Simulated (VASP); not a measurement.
Set up this calculation in VASP 6.6.1, as the native input.

```
Task                   : single point
Functional             : PBEsol
Potentials or basis    : VASP PAW PBE potentials, release 64 (Si, C)
Cutoff                 : 520 eV
k mesh                 : 4 × 4 × 4
Occupations            : gaussian, width 0.1 eV
Spin                   : no spin polarisation
Dipole correction      : no
Further INCAR settings : ALGO = Normal; EDIFF = 1e-06; NBANDS = 26
```

The structure of Si7C lies in POSCAR:

```
Si7C
1.0
    5.1615320104      0.0000000000      0.0000000000
    0.0000000000      5.1615320104      0.0000000000
    0.0000000000      0.0000000000      5.1615320104
Si C
7 1
Direct
    0.2241535282      0.2241535282      0.2241535282
    0.0000000000      0.5000000000      0.5000000000
    0.5000000000      0.5000000000      0.0000000000
    0.5000000000      0.0000000000      0.5000000000
    0.7758464718      0.2241535282      0.7758464718
    0.7758464718      0.7758464718      0.2241535282
    0.2241535282      0.7758464718      0.7758464718
    0.0000000000      0.0000000000      0.0000000000
```

The input as run:

INCAR

```
SYSTEM = Si7C
ALGO = Normal
EDIFF = 1E-6
ENCUT = 520
GGA = PS
ISIF = 2
ISMEAR = 0
LASPH = .TRUE.
LCHARG = .FALSE.
LREAL = .FALSE.
LWAVE = .FALSE.
NBANDS = 26
NELM = 60
PREC = Accurate
SIGMA = 0.1
```

KPOINTS

```
k-points
0
G
  4 4 4
  0 0 0
```

Potentials or basis: VASP PAW PBE potentials, release 64 (Si, C).

Launch:

```console
$ cat potpaw_PBE.64/Si/POTCAR potpaw_PBE.64/C/POTCAR > POTCAR
$ mpirun -np 1 vasp_std > vasp.out
```

Results of the run:

```yaml
Pressure: 0.1 GPa
Largest_force: 0.047 eV/Å
Band_gap_on_the_k_mesh: zero (band 16 reaches 6.79 eV, above the bottom of band 17 at 6.33 eV)
```

Caveat: the PAW data sets were made with another functional, which shifts forces and pressure a little.

Wall time 35 s on 1 thread of Intel(R) Xeon(R) Platinum 8259CL CPU @ 2.50GHz (Skylake/Cascade Lake), with other jobs on the host, peak memory 0.24 GiB.
